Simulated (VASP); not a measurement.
Write the native input for VASP 6.6.1 that does the following.

* Task: single point
* Functional: PBE
* Potentials or basis: VASP PAW PBE potentials, release 64 (Mn_pv, S)
* Cutoff: 520 eV
* k mesh: 11 × 11 × 11
* Occupations: fermi-dirac, width 0.1 eV
* Spin: collinear spin, ferromagnetic start
* Starting moments: [2.8, 0.0] μB
* Dipole correction: no
* Further INCAR settings: ALGO = Normal; EDIFF = 1e-06; NBANDS = 20

The structure of MnS lies in POSCAR:

```
MnS
1.0
    0.0000000000      2.6045000000      2.6045000000
    2.6045000000      0.0000000000      2.6045000000
    2.6045000000      2.6045000000      0.0000000000
Mn S
1 1
Direct
    0.0000000000      0.0000000000      0.0000000000
    0.5000000000      0.5000000000      0.5000000000
```

One way to write it, as run:

INCAR

```
  ALGO = Normal
  EDIFF = 1E-6
  ENCUT = 520
  GGA = PE
  ISIF = 2
  ISMEAR = -1
  ISPIN = 2
  LASPH = T
  LCHARG = F
  LMAXMIX = 4
  LORBIT = 11
  LREAL = F
  LWAVE = F
  MAGMOM = 2.8 0
  NBANDS = 20
  NELM = 150
  PREC = Accurate
  SIGMA = 0.1
```

KPOINTS

```
k-points
0
Gamma
  11 11 11
```

Potentials or basis: VASP PAW PBE potentials, release 64 (Mn_pv, S).

Command:

```console
$ cat potpaw_PBE.64/Mn_pv/POTCAR potpaw_PBE.64/S/POTCAR > POTCAR
$ mpirun -np 1 vasp_std > vasp.out
```

Results of the run:

- Pressure: -3.2 GPa
- Net moment: 4.68 μB per cell
- Site moments: Mn +4.24; S +0.10 μB
- Valence electrons inside the program's atomic spheres: Mn 11.31; S 3.73

Caveat: a cell with one magnetic atom can't hold antiferromagnetic order, which such compounds often take.

Wall time 44 s on 1 thread of Intel(R) Xeon(R) 6975P-C (Granite Rapids) (shared host), peak memory 0.2 GiB.
